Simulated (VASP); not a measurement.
Here is a VASP 6.6.1 calculation.

The input INCAR:

```
PREC = Accurate ; ENCUT = 520
EDIFF = 1E-8 ; ISMEAR = -1
SIGMA = 0.15 ; LREAL = False
LASPH = True ; NELM = 100
ALGO = Normal ; ISIF = 2
LWAVE = False ; LCHARG = False
GGA = PE ; IVDW = 12
IBRION = 6 ; NFREE = 2
POTIM = 0.015 ; NSW = 1
```

KPOINTS

```
regular mesh
0
Gamma
  12 12 12
```

The input POSCAR:

```
Sb
1.0
    2.1154077441      1.2213312305      3.4671991940
   -2.1154077441      1.2213312305      3.4671991940
    0.0000000000     -2.4426624610      3.4671991940
Sb
2
Direct
    0.2464946055      0.2464946055      0.2464946055
    0.7535053945      0.7535053945      0.7535053945
```

Potentials or basis: VASP PAW PBE potentials, release 64 (Sb).

The run is started by

```bash
$ cat potpaw_PBE.64/Sb/POTCAR > POTCAR
$ mpirun -np 1 vasp_std > vasp.out
```

Problem. Predict the highest phonon frequency at Γ.

Solution. 48 cm⁻¹.

Problem. What does it give for the dispersion energy per atom?

Solution. -0.533 eV.

Phonon frequencies in cm⁻¹ (negative: imaginary):
```
              q point     frequencies
(0.000, 0.000, 0.000)  0 0 0 40 40 48
```

Caveat: the cell wasn't relaxed at this level first, which shifts response properties.
